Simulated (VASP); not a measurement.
# AlNi in VASP: further runs

Aim: see how the results for AlNi move with the level of theory and the settings. Levels: PBE+D3(BJ), PBEsol. Tasks: relaxation of cell and atoms, single point.

Everything below comes from runs of VASP 6.6.1. Logs are shortened: lines on timing, memory, paths and dates and some standing lists are left out, and cuts for length are marked.

### Step 1. The cell of the first run

It takes space group Pm-3m (No. 221, cubic). The conventional cell has a = 2.881 Å, b = 2.881 Å, c = 2.881 Å, α = 90.00°, β = 90.00°, γ = 90.00°. Within 3.3 Å of Ni (site symmetry m-3m) lie 8 Al at 2.50 Å and 6 Ni at 2.88 Å. Al (site symmetry m-3m) has 8 Ni at 2.50 Å and 6 Al at 2.88 Å within 3.3 Å.

### Step 2. Relaxation of cell and atoms, PBE+D3(BJ), collinear spin, ferromagnetic start

File INCAR:

```
ALGO = Normal
EDIFF = 1E-6
EDIFFG = -0.01
ENCUT = 600
GGA = PE
IBRION = 2
ISIF = 3
ISMEAR = -1
ISPIN = 2
IVDW = 12
LASPH = T
LCHARG = F
LMAXMIX = 4
LORBIT = 11
LREAL = F
LWAVE = F
MAGMOM = 1 0
NELM = 150
NSW = 60
PREC = Accurate
SIGMA = 0.05
```

File KPOINTS:

```
k-points
0
Gamma
  9 9 9
```

File POSCAR:

```
AlNi
1.0
    2.8810000000      0.0000000000      0.0000000000
    0.0000000000      2.8810000000      0.0000000000
    0.0000000000      0.0000000000      2.8810000000
Ni Al
1 1
Direct
    0.5000000000      0.5000000000      0.5000000000
    0.0000000000      0.0000000000      0.0000000000
```

Potentials or basis: VASP PAW PBE potentials, release 64 (Ni, Al).

Run with:

```
$ cat potpaw_PBE.64/Ni/POTCAR potpaw_PBE.64/Al/POTCAR > POTCAR
$ mpirun -np 1 vasp_std > vasp.out
```

OUTCAR:

```text
EDIFF = 1E-6
   EDIFFG = -0.01
   ENCUT = 600
   GGA = PE
   IBRION = 2
   ISIF = 3
   ISMEAR = -1
   ISPIN = 2
   IVDW = 12
   LASPH = T
   LORBIT = 11
   LREAL = F
   NELM = 150
   NSW = 60
   PREC = Accurate
 IVDW          = 12

 ion  position               nearest neighbor table
   1  0.500  0.500  0.500-   2 2.50   2 2.50   2 2.50   2 2.50   2 2.50   2 2.50   2 2.50   2 2.50

   2  0.000  0.000  0.000-   1 2.50   1 2.50   1 2.50   1 2.50   1 2.50   1 2.50   1 2.50   1 2.50

  LATTYP: Found a simple cubic cell.
 ALAT       =     2.8810000000

  Lattice vectors:

 A1 = (   2.8810000000,   0.0000000000,   0.0000000000)
 A2 = (   0.0000000000,   2.8810000000,   0.0000000000)
 A3 = (   0.0000000000,   0.0000000000,   2.8810000000)

Analysis of symmetry for initial positions (statically):
=====================================================================
 Subroutine PRICEL returns:
 Original cell was already a primitive cell.

 Routine SETGRP: Setting up the symmetry group for a
 simple cubic supercell.

 Subroutine GETGRP returns: Found 48 space group operations
 (whereof 48 operations were pure point group operations)
 out of a pool of 48 trial point group operations.

The static configuration has the point symmetry O_h .

Analysis of symmetry for dynamics (positions and initial velocities):
=====================================================================
 Subroutine PRICEL returns:
 Original cell was already a primitive cell.

 Routine SETGRP: Setting up the symmetry group for a
 simple cubic supercell.

 Subroutine GETGRP returns: Found 48 space group operations
 (whereof 48 operations were pure point group operations)
 out of a pool of 48 trial point group operations.

The dynamic configuration has the point symmetry O_h .

Analysis of structural, dynamic, and magnetic symmetry:
=====================================================================
 Subroutine PRICEL returns:
 Original cell was already a primitive cell.

 Routine SETGRP: Setting up the symmetry group for a
 simple cubic supercell.

 Subroutine GETGRP returns: Found 48 space group operations
 (whereof 48 operations were pure point group operations)
 out of a pool of 48 trial point group operations.

The overall configuration has the point symmetry O_h .

 Subroutine INISYM returns: Found 48 space group operations
 (whereof 48 operations are pure point group operations),
 and found     1 'primitive' translations

----------------------------------------------------------------------------------------

                                     Primitive cell

  volume of cell :      23.9128

  direct lattice vectors                    reciprocal lattice vectors
     2.881000000  0.000000000  0.000000000     0.347101701  0.000000000  0.000000000
     0.000000000  2.881000000  0.000000000     0.000000000  0.347101701  0.000000000
     0.000000000  0.000000000  2.881000000     0.000000000  0.000000000  0.347101701

  length of vectors
     2.881000000  2.881000000  2.881000000     0.347101701  0.347101701  0.347101701

  position of ions in fractional coordinates (direct lattice)
     0.500000000  0.500000000  0.500000000
     0.000000000  0.000000000  0.000000000

  ion indices of the primitive-cell ions
   primitive index   ion index
                 1           1
                 2           2

----------------------------------------------------------------------------------------

 KPOINTS: k-points

Automatic generation of k-mesh.
 Grid dimensions read from file:
 generate k-points for:    9    9    9

 Generating k-lattice:

  Cartesian coordinates                     Fractional coordinates (reciprocal lattice)
     0.038566856  0.000000000  0.000000000     0.111111111  0.000000000  0.000000000
     0.000000000  0.038566856  0.000000000     0.000000000  0.111111111  0.000000000
     0.000000000  0.000000000  0.038566856     0.000000000  0.000000000  0.111111111

  Length of vectors
     0.038566856  0.038566856  0.038566856

  Shift w.r.t. Gamma in fractional coordinates (k-lattice)
     0.000000000  0.000000000  0.000000000

 Subroutine IBZKPT returns following result:
 ===========================================

 Found     35 irreducible k-points:

 Following reciprocal coordinates:
            Coordinates               Weight
  0.000000  0.000000  0.000000      1.000000
  0.111111  0.000000  0.000000      6.000000
  0.222222  0.000000  0.000000      6.000000
  0.333333  0.000000  0.000000      6.000000
  0.444444  0.000000  0.000000      6.000000
  0.111111  0.111111  0.000000     12.000000
[... 16 lines left out ...]
  0.333333  0.333333  0.111111     24.000000
  0.444444  0.333333  0.111111     48.000000
 [... further k-points ...]
   k-points           NKPTS =     35   k-points in BZ     NKDIM =     35   number of bands    NBANDS=     11
   number of dos      NEDOS =    301   number of ions     NIONS =      2
   total plane-waves  NPLWV =  13824
   dimension x,y,z NGX =    24 NGY =   24 NGZ =   24
   dimension x,y,z NGXF=    48 NGYF=   48 NGZF=   48
   ions per type =               1   1
   NGX,Y,Z   is equivalent  to a cutoff of  13.85, 13.85, 13.85 a.u.
   NGXF,Y,Z  is equivalent  to a cutoff of  27.70, 27.70, 27.70 a.u.
 SYSTEM =  unknown system
   PREC   = accura    normal or accurate (medium, high low for compatibility)
   ISTART =      0    job   : 0-new  1-cont  2-samecut
   ICHARG =      2    charge: 1-file 2-atom 10-const
   ISPIN  =      2    spin polarized calculation?
   LNONCOLLINEAR =      F non collinear calculations
   LSORBIT =      F    spin-orbit coupling
   LASPH  =      T    aspherical Exc in radial PAW
   ENCUT  =  600.0 eV  44.10 Ry    6.64 a.u.   5.75  5.75  5.75*2*pi/ulx,y,z
   NELM   =    150;   NELMIN=  2; NELMDL= -5     # of ELM steps
   EDIFF  = 0.1E-05   stopping-criterion for ELM
   LREAL  =      F    real-space projection
   EDIFFG = -.1E-01   stopping-criterion for IOM
   NSW    =     60    number of steps for IOM
   IBRION =      2    ionic relax: 0-MD 1-quasi-New 2-CG
   NFREE  =      1    steps in history (QN), initial steepest desc. (CG)
   ISIF   =      3    stress and relaxation
   ISYM   =      2    0-nonsym 1-usesym 2-fastsym
   POTIM  = 0.5000    time-step for ionic-motion
   TEBEG  =    0.0;   TEEND  =   0.0 temperature during run
   PSTRESS=    0.0 pullay stress
   NELECT =      13.0000    total number of electrons
   NUPDOWN=      -1.0000    fix difference up-down
   EMIN   =  10.00;   EMAX   =-10.00  energy-range for DOS
   EFERMI =   0.00;   METHOD = LEGACY
   ISMEAR =    -1;   SIGMA  =   0.05  broadening in eV -4-tet -1-fermi 0-gaus
   EFERMI_NEDOS =   21; number of points for ismear=-14 and -15
   IALGO  =     38    algorithm
   IMIX   =      4    mixing-type and parameters
     AMIX     =   0.40;   BMIX     =  1.00
     AMIX_MAG =   1.60;   BMIX_MAG =  1.00
  volume/ion in A,a.u.               =      11.96        80.69
  Fermi-wavevector in a.u.,A,eV,Ry     =   1.336122  2.524904 24.289410  1.785221
  Thomas-Fermi vector in A             =   2.464773
   LORBIT       =     11    0 simple, 1 ext, 2 COOP (PROOUT), +10 PAW based schemes
   GGA     = PE    functional components
   LHFCALC =     F    Hartree Fock is set to
   AEXX    =    0.0000 exact exchange contribution
   IVDW    =    12    specifies the selected vdW correction
   LEPSILON=     F    determine dielectric tensor
   LRPA    =     F    only Hartree local field effects (RPA)
 conjugate gradient relaxation of ions
 spin polarized calculation
  energy-cutoff  :      600.00
  volume of cell :       23.91
 maximum number of plane-waves:       812
 NGX is ok and might be reduce to    24
   NGX = 11   NGY = 11   NGZ = 11

--------------------------------------- Ionic step        1  -------------------------------------------

 number of electron      13.0000015 magnetization      -0.0324471

 number of electron      13.0000015 magnetization       0.0002423

 Free energy of the ion-electron system (eV)
  ---------------------------------------------------
  ext. energy  EPLUGINS =         0.00000000
  ---------------------------------------------------
  free energy    TOTEN  =       -10.53565333 eV

  energy without entropy =      -10.52901664  energy(sigma->0) =      -10.53233499

------------------------ aborting loop because EDIFF is reached ----------------------------------------

 Edisp (eV)   -0.88584

 E8    (eV) :    -0.3904

  FORCE on cell =-STRESS in cart. coord.  units (eV):
  Direction    XX          YY          ZZ          XY          YZ          ZX
  --------------------------------------------------------------------------------------
  -------------------------------------------------------------------------------------
  Total      -0.62762    -0.62762    -0.62762     0.00000    -0.00000     0.00000
  in kB     -42.05131   -42.05131   -42.05131     0.00000    -0.00000     0.00000
  external pressure =      -42.05 kB  Pullay stress =        0.00 kB

 VOLUME and BASIS-vectors are now :
 -----------------------------------------------------------------------------
  energy-cutoff  :      600.00
  volume of cell :       23.91
      direct lattice vectors                 reciprocal lattice vectors
     2.881000000  0.000000000  0.000000000     0.347101701  0.000000000  0.000000000
     0.000000000  2.881000000  0.000000000     0.000000000  0.347101701  0.000000000
     0.000000000  0.000000000  2.881000000     0.000000000  0.000000000  0.347101701
[... 50 lines left out ...]
  FREE ENERGIE OF THE ION-ELECTRON SYSTEM (eV)
  ---------------------------------------------------
  free  energy   TOTEN  =       -11.4247319322 eV

  energy  without entropy=      -11.4185643433  energy(sigma->0) =      -11.42164814

--------------------------------------- Ionic step        3  -------------------------------------------

 number of electron      13.0000008 magnetization      -0.0000012

 number of electron      13.0000008 magnetization       0.0000013

 Free energy of the ion-electron system (eV)
  ---------------------------------------------------
  ext. energy  EPLUGINS =         0.00000000
  ---------------------------------------------------
  free energy    TOTEN  =       -10.51978182 eV

  energy without entropy =      -10.51342741  energy(sigma->0) =      -10.51660462

 E-fermi :  10.3787     XC(G=0): -12.1742

 val. band max:       10.3132541824   @ k =   0.3333   0.1111   0.0000
 cond. band min:      10.4311289727   @ k =   0.3333   0.1111   0.1111
 fundamental gap:      0.1178747903
 Fermi energy:        10.3787453778

 spin component 1

 k-point     1 :       0.0000    0.0000    0.0000
  band No.  band energies     occupation
      1      -0.9561      1.00000
      2       7.0092      1.00000
      3       7.0092      1.00000
      4       8.7642      1.00000
      5       8.7642      1.00000
      6       8.7642      1.00000
      7      15.9838      0.00000
      8      15.9838      0.00000
      9      15.9838      0.00000
     10      18.5786      0.00000
     11      18.5786      0.00000

 k-point     2 :       0.1111    0.0000    0.0000
  band No.  band energies     occupation
      1      -0.7249      1.00000
      2       6.9869      1.00000
      3       7.0636      1.00000
      4       8.6659      1.00000
      5       8.6659      1.00000
      6       8.7748      1.00000
      7      14.0868      0.00000
      8      16.2863      0.00000
      9      16.2863      0.00000
     10      18.5880      0.00000
     11      20.2392      0.00000
[... 295 lines left out ...]
 k-point    24 :       0.4444    0.3333    0.1111
  band No.  band energies     occupation
      1       4.2224      1.00000
      2       5.8217      1.00000
      3       7.2640      1.00000
      4       7.7908      1.00000
      5       8.3738      1.00000
      6       8.5286      1.00000
      7       9.7898      0.99999
      8      13.2852      0.00000
      9      14.7760      0.00000
     10      19.5724      0.00000
     11      21.5770      0.00000

 [... further k-points ...]

 spin component 2

 k-point     1 :       0.0000    0.0000    0.0000
  band No.  band energies     occupation
      1      -0.9561      1.00000
      2       7.0092      1.00000
      3       7.0092      1.00000
      4       8.7642      1.00000
      5       8.7642      1.00000
      6       8.7642      1.00000
      7      15.9838      0.00000
      8      15.9838      0.00000
      9      15.9838      0.00000
     10      18.5786      0.00000
     11      18.5786      0.00000

 k-point     2 :       0.1111    0.0000    0.0000
  band No.  band energies     occupation
      1      -0.7249      1.00000
      2       6.9869      1.00000
      3       7.0636      1.00000
      4       8.6659      1.00000
      5       8.6659      1.00000
      6       8.7748      1.00000
      7      14.0868      0.00000
      8      16.2863      0.00000
      9      16.2863      0.00000
     10      18.5880      0.00000
     11      20.2392      0.00000
[... 334 lines left out ...]
 POSITION                                       TOTAL-FORCE (eV/Angst)
 -----------------------------------------------------------------------------------
      1.42810      1.42810      1.42810        -0.000000     -0.000000      0.000000
      0.00000      0.00000      0.00000         0.000000      0.000000      0.000000
 -----------------------------------------------------------------------------------
    total drift:                                0.000000      0.000000     -0.000000

  FREE ENERGIE OF THE ION-ELECTRON SYSTEM (eV)
  ---------------------------------------------------
  free  energy   TOTEN  =       -11.4297964204 eV

  energy  without entropy=      -11.4234420092  energy(sigma->0) =      -11.42661921

 reached required accuracy - stopping structural energy minimisation

 total charge

# of ion       s       p       d       tot
------------------------------------------
    1        0.486   0.541   8.483   9.510
    2        0.387   0.425   0.000   0.811
--------------------------------------------------
tot          0.872   0.966   8.483  10.322

 magnetization (x)

# of ion       s       p       d       tot
------------------------------------------
    1       -0.000  -0.000  -0.000  -0.000
    2        0.000   0.000   0.000   0.000
--------------------------------------------------
tot         -0.000   0.000  -0.000  -0.000
```

It took 53 s on 1 thread of Intel Xeon 8259CL, shared host; peak memory 0.17 GiB.

What came out:

```yaml
Free_energy: -11.4298 eV
Relaxed_volume: 11.65 Å³/atom
Relaxed_cell: a = 2.856 Å, b = 2.856 Å, c = 2.856 Å, α = 90.00°, β = 90.00°, γ = 90.00°
Space_group_after_relaxing_to_0.05_Å: Pm-3m (No. 221)
Energy_gained_by_relaxing: 4.2 meV/atom
Ionic_steps: 3
Pressure_after_relaxing: 0.0 GPa
Net_moment: 0.00 μB per cell
Valence_electrons_inside_the_program's_atomic_spheres: Ni 9.51; Al 0.81
Dispersion_energy_per_atom: -0.455 eV
```

Step by step:
| step | energy change (eV) | largest force (eV/Å) | pressure (GPa) | volume (Å³) |
| --- | --- | --- | --- | --- |
| 1 | 0.0000 | 0.0000 | -4.21 | 23.91 |
| 2 | -0.0032 | 0.0000 | 3.62 | 22.84 |
| 3 | -0.0083 | 0.0000 | -0.01 | 23.30 |

Final structure:
```cif
data_structure
_symmetry_space_group_name_H-M 'P 1'
_symmetry_Int_Tables_number 1
_cell_length_a 2.8562
_cell_length_b 2.8562
_cell_length_c 2.8562
_cell_angle_alpha 90.000
_cell_angle_beta 90.000
_cell_angle_gamma 90.000
_cell_volume 23.30
loop_
_atom_site_label
_atom_site_type_symbol
_atom_site_fract_x
_atom_site_fract_y
_atom_site_fract_z
_atom_site_occupancy
Ni1 Ni 0.50000 0.50000 0.50000 1
Al1 Al 0.00000 0.00000 0.00000 1
```

Caveat: pairwise dispersion overbinds metals, which lowers pressure and volume.

### Step 3. Single point, PBEsol, collinear spin, ferromagnetic start

File INCAR:

```
SYSTEM = AlNi
  PREC = Accurate
  ENCUT = 520
  EDIFF = 1E-6
  ISMEAR = -1
  SIGMA = 0.05
  LREAL = .FALSE.
  LASPH = .TRUE.
  NELM = 150
  ALGO = Normal
  ISIF = 2
  LWAVE = .FALSE.
  LCHARG = .FALSE.
  ISPIN = 2
  MAGMOM = 1 0
  LORBIT = 11
  LMAXMIX = 4
  GGA = PS
  NBANDS = 18
```

File KPOINTS:

```
regular mesh
0
G
  8 8 8
  0 0 0
```

POSCAR is that of step 2.

Potentials or basis: VASP PAW PBE potentials, release 64 (Ni, Al).

Run with:

```
$ cat potpaw_PBE.64/Ni/POTCAR potpaw_PBE.64/Al/POTCAR > POTCAR
$ mpirun -np 1 vasp_std > vasp.out
```

Wall time 33 s (1 thread of Intel Xeon 8259CL, shared host); peak memory 0.16 GiB.

Results (log left out):

```yaml
Free_energy: -11.5813 eV
Pressure: -2.9 GPa
Net_moment: 0.00 μB per cell
Valence_electrons_inside_the_program's_atomic_spheres: Ni 9.48; Al 0.80
```

Levels at points of the mesh, in eV from the Fermi level:
Spin up:
```csv
k point,band 4,band 5,band 6,band 7,band 8,band 9,band 10,band 11
"(0.00, 0.00, 0.00)",-1.47,-1.47,-1.47,5.57,5.57,5.57,8.22,8.22
"(0.50, 0.00, 0.00)",-2.18,-2.18,-1.38,-0.58,8.37,10.06,10.06,10.98
"(0.50, 0.50, 0.00)",-2.80,-2.01,-2.01,-0.94,1.53,2.57,12.36,15.20
"(0.50, 0.50, 0.50)",-0.91,-0.91,2.05,2.05,2.05,3.80,4.55,4.55
```
Spin down:
```
           k point  band 3  band 4  band 5  band 6  band 7  band 8  band 9  band 10  band 11  band 12
(0.00, 0.00, 0.00)   -3.17   -1.47   -1.47   -1.47    5.57    5.57    5.57     8.22     8.22    13.80
(0.50, 0.00, 0.00)   -2.69   -2.18   -2.18   -1.38   -0.58    8.37   10.06    10.06    10.98    10.98
(0.50, 0.50, 0.00)   -2.80   -2.80   -2.01   -2.01   -0.94    1.53    2.57    12.36    15.20    15.20
(0.50, 0.50, 0.50)   -4.02   -0.91   -0.91    2.05    2.05    2.05    3.80     4.55     4.55     4.55
```

Caveat: the PAW data sets were made with another functional, which shifts forces and pressure a little.

### Step 4. Single point, PBEsol, collinear spin, ferromagnetic start

This run uses another cell than the first one, of 12.43 Å³/atom, 1.040 times its volume.

File INCAR:

```
SYSTEM = AlNi
PREC = Accurate ; ENCUT = 520
EDIFF = 1E-7 ; ISMEAR = -1
SIGMA = 0.05 ; LREAL = .False.
LASPH = .True. ; NELM = 150
ALGO = Normal ; ISIF = 2
LWAVE = .False. ; LCHARG = .True.
ISPIN = 2 ; MAGMOM = 1 0
LORBIT = 11 ; LMAXMIX = 4
GGA = PS ; LELF = .True.
LVHAR = .True. ; NBANDS = 18
```

File KPOINTS:

```
regular mesh
0
Gamma
  8 8 7
  0 0 0
```

Changes to POSCAR since step 3:

```diff
@@ -4,3 +4,3 @@
     0.0000000000      2.8810000000      0.0000000000
-    0.0000000000      0.0000000000      2.8810000000
+    0.0000000000      0.0000000000      2.9962400000
 Ni Al
```

Run with:

```
$ cat potpaw_PBE.64/Ni/POTCAR potpaw_PBE.64/Al/POTCAR > POTCAR
$ mpirun -np 1 vasp_std > vasp.out
```

Wall time 63 s (1 thread of Intel Xeon 8259CL, shared host); peak memory 0.17 GiB.

Results (log left out):

- Free energy: -11.5386 eV
- Pressure: -8.7 GPa
- Net moment: 0.00 μB per cell
- Valence electrons inside the program's atomic spheres: Ni 9.41; Al 0.78

Stress tensor (GPa, compression positive):
```
 -6.93   0.00   0.00
  0.00  -6.93   0.00
  0.00   0.00 -12.14
```

Levels at points of the mesh, in eV from the Fermi level:
Spin up:
| k point | band 3 | band 4 | band 5 | band 6 | band 7 | band 8 | band 9 | band 10 | band 11 | band 12 |
| --- | --- | --- | --- | --- | --- | --- | --- | --- | --- | --- |
| (0.00, 0.00, 0.00) | -3.04 | -1.51 | -1.51 | -1.39 | 4.44 | 5.78 | 5.78 | 7.77 | 8.17 | 13.11 |
| (0.50, 0.00, 0.00) | -2.61 | -2.29 | -2.06 | -1.42 | -0.54 | 8.19 | 9.01 | 9.93 | 10.27 | 11.02 |
| (0.50, 0.50, 0.00) | -2.61 | -2.61 | -2.08 | -2.08 | -0.90 | 1.61 | 2.53 | 11.27 | 14.29 | 14.29 |
Spin down:
```tsv
k point	band 5	band 6	band 7	band 8	band 9	band 10
(0.00, 0.00, 0.00)	-1.51	-1.39	4.44	5.78	5.78	7.77
(0.50, 0.00, 0.00)	-2.06	-1.42	-0.54	8.19	9.01	9.93
(0.50, 0.50, 0.00)	-2.08	-2.08	-0.90	1.61	2.53	11.27
```

Caveat: the PAW data sets were made with another functional, which shifts forces and pressure a little.

(Continued in part 2 of 2.)
